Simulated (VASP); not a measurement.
A run of VASP 6.6.1:

Contents of INCAR:

```
SYSTEM = EuO
  PREC = Accurate
  ENCUT = 600
  EDIFF = 1E-6
  ISMEAR = 0
  SIGMA = 0.05
  LREAL = .FALSE.
  LASPH = .TRUE.
  NELM = 200
  ALGO = Normal
  ISIF = 2
  LWAVE = .FALSE.
  LCHARG = .FALSE.
  GGA = PE
  NBANDS = 18
  GGA_COMPAT = .FALSE.
  LMAXMIX = 6
```

The input KPOINTS:

```
regular mesh
0
G
  12 12 12
  0 0 0
```

Contents of POSCAR:

```
EuO
1.0
    0.0000000000      2.5302957962      2.5302957962
    2.5302957962      0.0000000000      2.5302957962
    2.5302957962      2.5302957962      0.0000000000
Eu O
1 1
Direct
    0.0000000000      0.0000000000      0.0000000000
    0.5000000000      0.5000000000      0.5000000000
```

Potentials or basis: VASP PAW PBE potentials, release 64 (Eu, O).

Command:

```bash
$ cat potpaw_PBE.64/Eu/POTCAR potpaw_PBE.64/O/POTCAR > POTCAR
$ mpirun -np 1 vasp_std > vasp.out
```

Hardware: 1 thread of Oxide Virtual Turin-like Processor, on a shared host.

**Question.** Estimate the wall time of this run.

**Answer.** Run time: 110 s on 1 thread of Oxide Virtual Turin-like Processor (shared host), peak memory 0.19 GiB. Counts: scf iterations 31, k points 72.
